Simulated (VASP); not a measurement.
A run of VASP 6.6.1 is set up as follows.

The input INCAR:

```
ALGO = Normal
EDIFF = 1E-6
ENCUT = 520
GGA = RE
ISIF = 2
ISMEAR = 0
IVDW = 13
LASPH = T
LCHARG = F
LREAL = F
LWAVE = F
NBANDS = 19
NELM = 80
PREC = Accurate
SIGMA = 0.05
```

The input KPOINTS:

```
k-points
0
Gamma
  8 8 8
```

POSCAR

```
CeO2
1.0
    0.0000000000      2.6972724344      2.6972724344
    2.6972724344      0.0000000000      2.6972724344
    2.6972724344      2.6972724344      0.0000000000
Ce O
1 2
Direct
    0.0000000000      0.0000000000      0.0000000000
    0.2500000000      0.2500000000      0.2500000000
    0.7500000000      0.7500000000      0.7500000000
```

Potentials or basis: VASP PAW PBE potentials, release 64 (Ce, O).

The run is started by

```sh
$ cat potpaw_PBE.64/Ce/POTCAR potpaw_PBE.64/O/POTCAR > POTCAR
$ mpirun -np 1 vasp_std > vasp.out
```

**Question.** Predict the dispersion energy per atom.

**Answer.** -0.436 eV.

**Question.** Estimate the pressure.

**Answer.** 3.7 GPa.

Caveat: the cell stands under pressure; the PAW data sets were made with another functional, which shifts forces and pressure a little; spin-orbit coupling is left out, which moves the levels of the heavy elements; semilocal functionals describe open f shells poorly, which spoils levels, moments and volumes. Spin polarisation is off, so any magnetic state and its effect on volume and gap are missing.
